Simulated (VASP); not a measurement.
Crystal: ZnB2P.

```xyz
8
Lattice="3.1862 0.0000 0.0000 0.0000 3.1862 0.0000 0.0000 0.0000 8.0974" Properties=species:S:1:pos:R:3 pbc="T T T"
Zn    1.5931    0.0000    1.9237
Zn    0.0000    1.5931    6.1737
B     0.0000    0.0000    0.0000
B     1.5931    1.5931    0.0000
B     0.0000    1.5931    2.7462
B     1.5931    0.0000    5.3513
P     0.0000    0.0000    4.0487
P     1.5931    1.5931    4.0487
```

| Property | Result |
| --- | --- |
| Program | VASP 6.6.1 |
| Task | relaxation of cell and atoms |
| Functional | PBE |
| Potentials or basis | VASP PAW PBE potentials, release 64 (Zn, B, P) |
| Cutoff | 600 eV |
| k mesh | 6 × 6 × 2 |
| Occupations | gaussian, width 0.1 eV |
| Spin | no spin polarisation |

At the start: pressure 14.6 GPa; volume 10.28 Å³/atom.

How do energy, volume and symmetry change on relaxing?

Over 18 steps the energy falls by 360.6 meV/atom and the volume is 14.11 Å³/atom (+37.3 %); space group P4/nmm (No. 129, to 0.1 Å) before and after.

The path:
| step | energy change (eV) | largest force (eV/Å) | pressure (GPa) | volume (Å³) |
| --- | --- | --- | --- | --- |
| 1 | 0.0000 | 2.9463 | 14.59 | 82.20 |
| 2 | -1.0557 | 1.7565 | -3.30 | 93.85 |
| 3 | -1.0997 | 1.5725 | -6.09 | 96.81 |
| 4 | -1.6817 | 1.2065 | -3.23 | 94.29 |
| 5 | -2.2004 | 0.7617 | 7.69 | 89.86 |
| 6 | -2.4495 | 0.5065 | 7.38 | 93.67 |
| 7 | -2.5716 | 0.7105 | 7.66 | 97.72 |
| 8 | -2.5540 | 1.3646 | 9.67 | 106.10 |
| 9 | -2.7673 | 0.3656 | -1.07 | 120.80 |
| 10 | -2.7858 | 0.5956 | 1.20 | 117.10 |
| 11 | -2.7860 | 0.5691 | 0.96 | 117.51 |
| 12 | -2.8150 | 0.4869 | 0.72 | 116.89 |
| 13 | -2.8734 | 0.1616 | -0.14 | 115.05 |
| 14 | -2.8431 | 0.3513 | -1.72 | 111.36 |
| 15 | -2.8823 | 0.0704 | -0.76 | 113.72 |
| 16 | -2.8827 | 0.0479 | -0.68 | 113.92 |
| 17 | -2.8837 | 0.0960 | 0.40 | 112.10 |
| 18 | -2.8847 | 0.0360 | -0.02 | 112.84 |

Final structure:
```
Zn B P
1.0
     3.60750    0.00000    0.00000
     0.00000    3.60750    0.00000
     0.00000    0.00000    8.67079
Zn B P
2 4 2
Cartesian
  1.8037 0.0000 1.1756
  0.0000 1.8037 7.4952
  0.0000 0.0000 0.0000
  1.8037 1.8037 0.0000
  0.0000 1.8037 3.5532
  1.8037 0.0000 5.1176
  0.0000 0.0000 4.3354
  1.8037 1.8037 4.3354
```

Caveat: the k points lie up to 0.36 Å⁻¹ apart in the final cell, too coarse for converged energies and pressures of a metal; the volume moved by over 15 % at a fixed basis, so the end points are rough.
